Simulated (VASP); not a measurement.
# As in VASP: notebook

The runs below take As through single point, with PBE.

Everything below comes from runs of VASP 6.6.1. Logs are shortened: lines on timing, memory, paths and dates and some standing lists are left out, and cuts for length are marked.

**1. The cell of the first run**

The structure is hexagonal, space group P6/mmm (No. 191). Conventional cell: a = 4.626 Å, b = 4.626 Å, c = 2.871 Å, α = 90.00°, β = 90.00°, γ = 120.00°. Within 3.5 Å of As (site symmetry -6m2) lie 5 As at 2.67 to 2.87 Å.

**2. Single point, PBE**

File INCAR:

```
SYSTEM = As
  PREC = Accurate
  ENCUT = 520
  EDIFF = 1E-6
  ISMEAR = -1
  SIGMA = 0.05
  LREAL = .False.
  LASPH = .True.
  NELM = 60
  ALGO = Normal
  ISIF = 2
  LWAVE = .False.
  LCHARG = .False.
  GGA = PE
  NBANDS = 12
```

File KPOINTS:

```
regular mesh
0
Gamma
  7 7 9
  0 0 0
```

File POSCAR:

```
As
1.0
    4.6264911016      0.0000000000      0.0000000000
   -2.3132455508      4.0066604415      0.0000000000
    0.0000000000      0.0000000000      2.8710303290
As
2
Direct
    0.3333300000      0.6666700000      0.0000000000
    0.6666700000      0.3333300000      0.0000000000
```

Potentials or basis: VASP PAW PBE potentials, release 64 (As).

The run is started by

```console
> cat potpaw_PBE.64/As/POTCAR > POTCAR
> mpirun -np 1 vasp_std > vasp.out
```

OUTCAR:

```text
SYSTEM = As
   PREC = Accurate
   ENCUT = 520
   EDIFF = 1E-6
   ISMEAR = -1
   LREAL = .False.
   LASPH = .True.
   NELM = 60
   ISIF = 2
   GGA = PE

 ion  position               nearest neighbor table
   1  0.333  0.667  0.000-   2 2.67   2 2.67   2 2.67
   2  0.667  0.333  0.000-   1 2.67   1 2.67   1 2.67

  LATTYP: Found a hexagonal cell.
 ALAT       =     4.6264911016
 C/A-ratio  =     0.6205632446

  Lattice vectors:

 A1 = (   4.6264911016,   0.0000000000,   0.0000000000)
 A2 = (  -2.3132455508,   4.0066604415,   0.0000000000)
 A3 = (   0.0000000000,   0.0000000000,   2.8710303290)

Analysis of symmetry for initial positions (statically):
=====================================================================
 Subroutine PRICEL returns:
 Original cell was already a primitive cell.

 Routine SETGRP: Setting up the symmetry group for a
 hexagonal supercell.

 Subroutine GETGRP returns: Found  8 space group operations
 (whereof  8 operations were pure point group operations)
 out of a pool of 24 trial point group operations.

The static configuration has the point symmetry D_2h.

Analysis of symmetry for dynamics (positions and initial velocities):
=====================================================================
 Subroutine PRICEL returns:
 Original cell was already a primitive cell.

 Routine SETGRP: Setting up the symmetry group for a
 hexagonal supercell.

 Subroutine GETGRP returns: Found  8 space group operations
 (whereof  8 operations were pure point group operations)
 out of a pool of 24 trial point group operations.

The dynamic configuration has the point symmetry D_2h.

 Subroutine INISYM returns: Found  8 space group operations
 (whereof  8 operations are pure point group operations),
 and found     1 'primitive' translations

----------------------------------------------------------------------------------------

                                     Primitive cell

  volume of cell :      53.2197

  direct lattice vectors                    reciprocal lattice vectors
     4.626491102  0.000000000  0.000000000     0.216146531  0.124792207  0.000000000
    -2.313245551  4.006660442  0.000000000     0.000000000  0.249584414  0.000000000
     0.000000000  0.000000000  2.871030329     0.000000000  0.000000000  0.348307014

  length of vectors
     4.626491102  4.626492502  2.871030329     0.249584490  0.249584414  0.348307014

  position of ions in fractional coordinates (direct lattice)
     0.333330000  0.666670000  0.000000000
     0.666670000  0.333330000  0.000000000

  ion indices of the primitive-cell ions
   primitive index   ion index
                 1           1
                 2           2

----------------------------------------------------------------------------------------

 KPOINTS: regular mesh

Automatic generation of k-mesh.
 Grid dimensions read from file:
 generate k-points for:    7    7    9

 Generating k-lattice:

  Cartesian coordinates                     Fractional coordinates (reciprocal lattice)
     0.030878076  0.017827458  0.000000000     0.142857143  0.000000000  0.000000000
     0.000000000  0.035654916  0.000000000     0.000000000  0.142857143  0.000000000
     0.000000000  0.000000000  0.038700779     0.000000000  0.000000000  0.111111111

  Length of vectors
     0.035654927  0.035654916  0.038700779

  Shift w.r.t. Gamma in fractional coordinates (k-lattice)
     0.000000000  0.000000000  0.000000000

 Subroutine IBZKPT returns following result:
 ===========================================

 Found     80 irreducible k-points:

 Following reciprocal coordinates:
            Coordinates               Weight
  0.000000  0.000000  0.000000      1.000000
  0.142857  0.000000  0.000000      4.000000
 -0.142857  0.142857  0.000000      2.000000
  0.285714  0.000000  0.000000      4.000000
 -0.285714  0.285714  0.000000      2.000000
  0.428571  0.000000  0.000000      4.000000
[... 16 lines left out ...]
 -0.428571  0.428571  0.111111      4.000000
  0.142857  0.142857  0.111111      4.000000
 [... further k-points ...]
   k-points           NKPTS =     80   k-points in BZ     NKDIM =     80   number of bands    NBANDS=     12
   number of dos      NEDOS =    301   number of ions     NIONS =      2
   total plane-waves  NPLWV =  31104
   dimension x,y,z NGX =    36 NGY =   36 NGZ =   24
   dimension x,y,z NGXF=    72 NGYF=   72 NGZF=   48
   ions per type =               2
   NGX,Y,Z   is equivalent  to a cutoff of  12.94, 12.94, 13.90 a.u.
   NGXF,Y,Z  is equivalent  to a cutoff of  25.87, 25.87, 27.79 a.u.
 SYSTEM =  As
   PREC   = accura    normal or accurate (medium, high low for compatibility)
   ISTART =      0    job   : 0-new  1-cont  2-samecut
   ICHARG =      2    charge: 1-file 2-atom 10-const
   ISPIN  =      1    spin polarized calculation?
   LNONCOLLINEAR =      F non collinear calculations
   LSORBIT =      F    spin-orbit coupling
   LASPH  =      T    aspherical Exc in radial PAW
   ENCUT  =  520.0 eV  38.22 Ry    6.18 a.u.   8.60  8.60  5.34*2*pi/ulx,y,z
   NELM   =     60;   NELMIN=  2; NELMDL= -5     # of ELM steps
   EDIFF  = 0.1E-05   stopping-criterion for ELM
   LREAL  =      F    real-space projection
   EDIFFG = 0.1E-04   stopping-criterion for IOM
   NSW    =      0    number of steps for IOM
   IBRION =     -1    ionic relax: 0-MD 1-quasi-New 2-CG
   NFREE  =      0    steps in history (QN), initial steepest desc. (CG)
   ISIF   =      2    stress and relaxation
   ISYM   =      2    0-nonsym 1-usesym 2-fastsym
   POTIM  = 0.5000    time-step for ionic-motion
   TEBEG  =    0.0;   TEEND  =   0.0 temperature during run
   PSTRESS=    0.0 pullay stress
   NELECT =      10.0000    total number of electrons
   NUPDOWN=      -1.0000    fix difference up-down
   EMIN   =  10.00;   EMAX   =-10.00  energy-range for DOS
   EFERMI =   0.00;   METHOD = LEGACY
   ISMEAR =    -1;   SIGMA  =   0.05  broadening in eV -4-tet -1-fermi 0-gaus
   EFERMI_NEDOS =   21; number of points for ismear=-14 and -15
   IALGO  =     38    algorithm
   IMIX   =      4    mixing-type and parameters
     AMIX     =   0.40;   BMIX     =  1.00
     AMIX_MAG =   1.60;   BMIX_MAG =  1.00
  volume/ion in A,a.u.               =      26.61       179.57
  Fermi-wavevector in a.u.,A,eV,Ry     =   0.937672  1.771943 11.962626  0.879228
  Thomas-Fermi vector in A             =   2.064806
   LORBIT       =      0    0 simple, 1 ext, 2 COOP (PROOUT), +10 PAW based schemes
   GGA     = PE    functional components
   LHFCALC =     F    Hartree Fock is set to
   AEXX    =    0.0000 exact exchange contribution
   IVDW    =     0    specifies the selected vdW correction
   LEPSILON=     F    determine dielectric tensor
   LRPA    =     F    only Hartree local field effects (RPA)
 non-spin polarized calculation
  energy-cutoff  :      520.00
  volume of cell :       53.22
 maximum number of plane-waves:      1447
   NGX = 17   NGY = 17   NGZ = 11

 number of electron      10.0000000 magnetization

 number of electron       9.9999999 magnetization

 Free energy of the ion-electron system (eV)
  ---------------------------------------------------
  ext. energy  EPLUGINS =         0.00000000
  ---------------------------------------------------
  free energy    TOTEN  =        -8.92469857 eV

  energy without entropy =       -8.92080469  energy(sigma->0) =       -8.92275163

 E-fermi :   3.3972     XC(G=0):  -8.8429

 val. band max:        3.2699955674   @ k =  -0.1429   0.4286   0.4444
 cond. band min:       3.4626738489   @ k =   0.4286   0.4286   0.4444
 fundamental gap:      0.1926782816
 Fermi energy:         3.3971675758

 k-point     1 :       0.0000    0.0000    0.0000
  band No.  band energies     occupation
      1     -10.3934      2.00000
      2      -5.1096      2.00000
      3      -0.5497      2.00000
      4      -0.5493      2.00000
      5       3.6487      0.01299
      6       3.6491      0.01288
      7       6.6109      0.00000
      8       8.1868      0.00000
      9      10.2682      0.00000
     10      11.8014      0.00000
     11      17.3157      0.00000
     12      17.3159      0.00000

 k-point     2 :       0.1429    0.0000    0.0000
  band No.  band energies     occupation
      1     -10.2534      2.00000
      2      -5.6284      2.00000
      3      -0.7515      2.00000
      4      -0.1236      2.00000
      5       3.6036      0.03169
      6       4.1584      0.00000
      7       6.7292      0.00000
      8       8.9746      0.00000
      9      10.0272      0.00000
     10      11.9113      0.00000
     11      15.5070      0.00000
     12      16.1452      0.00000

 k-point     3 :      -0.1429    0.1429    0.0000
  band No.  band energies     occupation
      1     -10.2534      2.00000
      2      -5.6284      2.00000
      3      -0.7518      2.00000
      4      -0.1234      2.00000
      5       3.6033      0.03186
      6       4.1587      0.00000
      7       6.7292      0.00000
      8       8.9746      0.00000
      9      10.0272      0.00000
     10      11.9113      0.00000
     11      15.5071      0.00000
     12      16.1452      0.00000
[... 286 lines left out ...]
 k-point    23 :      -0.4286    0.4286    0.1111
  band No.  band energies     occupation
      1      -9.1390      2.00000
      2      -7.4158      2.00000
      3      -1.1838      2.00000
      4       0.6661      2.00000
      5       5.3951      0.00000
      6       5.8491      0.00000
      7       6.8428      0.00000
      8       7.1668      0.00000
      9       9.7473      0.00000
     10      12.0312      0.00000
     11      14.5121      0.00000
     12      15.1547      0.00000

 k-point    24 :       0.1429    0.1429    0.1111
  band No.  band energies     occupation
      1      -9.7961      2.00000
      2      -6.1918      2.00000
      3      -0.9965      2.00000
      4       0.7369      2.00000
      5       3.7617      0.00136
      6       5.1216      0.00000
      7       5.3790      0.00000
      8       8.0908      0.00000
      9      10.3215      0.00000
     10      13.1203      0.00000
     11      14.6340      0.00000
     12      15.3848      0.00000

 [... further k-points ...]
[... 5 lines left out ...]
  --------------------------------------------------------------------------------------
  -------------------------------------------------------------------------------------
  Total       -1.0236234     -1.0234398     -0.0449228      0.0001597      0.0000000      0.0000000
  in kB      -30.8161750    -30.8106480     -1.3524000      0.0048080      0.0000000      0.0000000
  external PRESSURE =     -20.9930743 kB  Pullay stress =       0.0000000 kB

 VOLUME and BASIS-vectors are now :
 -----------------------------------------------------------------------------
  energy-cutoff  :      520.00
  volume of cell :       53.22
      direct lattice vectors                 reciprocal lattice vectors
     4.626491102  0.000000000  0.000000000     0.216146531  0.124792207  0.000000000
    -2.313245551  4.006660442  0.000000000     0.000000000  0.249584414  0.000000000
     0.000000000  0.000000000  2.871030329     0.000000000  0.000000000  0.348307014

 POSITION                                       TOTAL-FORCE (eV/Angst)
 -----------------------------------------------------------------------------------
     -0.00002      2.67112      0.00000         0.000226     -0.000131      0.000000
      2.31327      1.33554      0.00000        -0.000226      0.000131      0.000000
 -----------------------------------------------------------------------------------
    total drift:                                0.000000      0.000000      0.000000

  FREE ENERGIE OF THE ION-ELECTRON SYSTEM (eV)
  ---------------------------------------------------
  free  energy   TOTEN  =        -8.9246985726 eV

  energy  without entropy=       -8.9208046904  energy(sigma->0) =       -8.92275163
```

It took 17 s on 1 thread of Intel Xeon Platinum 8488C (Sapphire Rapids), shared host; peak memory 0.19 GiB.

What came out:

| Item | Value |
| --- | --- |
| Free energy | -8.9247 eV |
| Pressure | -2.1 GPa |
| Band gap on the k mesh | zero (band 5 reaches 5.40 eV, above the bottom of band 6 at 1.98 eV) |

Stress tensor (GPa, compression positive):
```
-3.08  0.00  0.00
 0.00 -3.08  0.00
 0.00  0.00 -0.14
```

(Part 1 of 2 ends here.)
